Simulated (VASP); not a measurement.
Mg3CdSe4:

```
Mg Cd Se
1.0
     4.22179    0.04473   -0.06042
     0.04473    4.36406   -0.04259
    -0.16976   -0.11967   12.09441
Mg Cd Se
3 1 4
Direct
  0.02040 0.99378 0.75335
  0.48880 0.50015 0.00882
  0.99940 0.01223 0.24422
  0.54228 0.48964 0.48824
  0.48635 0.99603 0.12577
  0.97268 0.50342 0.36683
  0.48671 0.98911 0.64109
  0.00338 0.51562 0.87168
```

* Program: VASP 6.6.1
* Task: relaxation of cell and atoms
* Functional: PBE
* Potentials or basis: VASP PAW PBE potentials, release 64 (Mg, Cd, Se)
* Cutoff: 600 eV
* k mesh: 4 × 4 × 1
* Occupations: gaussian, width 0.1 eV
* Spin: no spin polarisation

At the start: pressure 0.7 GPa; volume 27.84 Å³/atom.

Problem. Where does the relaxation end?

Solution. Over 18 steps the energy falls by 80.5 meV/atom and the volume is 27.65 Å³/atom (-0.7 %); space group P1 (No. 1, to 0.1 Å) before, P-4m2 (No. 115, to 0.1 Å).

The path:
| step | energy change (eV) | largest force (eV/Å) | pressure (GPa) | volume (Å³) |
| --- | --- | --- | --- | --- |
| 1 | 0.0000 | 2.9341 | 0.66 | 222.74 |
| 2 | -0.4944 | 0.5403 | -0.95 | 226.33 |
| 3 | -0.4944 | 0.5447 | -0.95 | 226.28 |
| 4 | -0.5890 | 0.3380 | -0.06 | 221.25 |
| 5 | -0.6070 | 0.3188 | 0.61 | 218.08 |
| 6 | -0.6294 | 0.2154 | 0.08 | 220.54 |
| 7 | -0.6307 | 0.2084 | -0.08 | 221.33 |
| 8 | -0.6370 | 0.0833 | -0.09 | 221.39 |
| 9 | -0.6384 | 0.0614 | -0.09 | 221.43 |
| 10 | -0.6404 | 0.0592 | 0.05 | 220.74 |
| 11 | -0.6408 | 0.0612 | 0.14 | 220.30 |
| 12 | -0.6421 | 0.0408 | -0.01 | 221.04 |
| 13 | -0.6422 | 0.0367 | -0.05 | 221.21 |
| 14 | -0.6426 | 0.0303 | -0.01 | 221.03 |
| 15 | -0.6427 | 0.0396 | 0.01 | 220.92 |
| 16 | -0.6432 | 0.0308 | 0.02 | 220.86 |
| 17 | -0.6435 | 0.0277 | 0.05 | 220.73 |
| 18 | -0.6438 | 0.0219 | -0.05 | 221.21 |

Final structure:
```
Mg Cd Se
1.0
     4.29878   -0.00320    0.00197
    -0.00089    4.29815   -0.00045
    -0.00382    0.00049   11.97228
Mg Cd Se
3 1 4
Direct
  0.00080 0.99979 0.75498
  0.49878 0.50127 0.99960
  0.99861 0.00113 0.24484
  0.50214 0.49766 0.50041
  0.49851 0.00144 0.12217
  0.00175 0.50096 0.36663
  0.50092 0.99820 0.63415
  0.99848 0.49956 0.87722
```

Caveat: the k points lie up to 0.52 Å⁻¹ apart in the final cell.
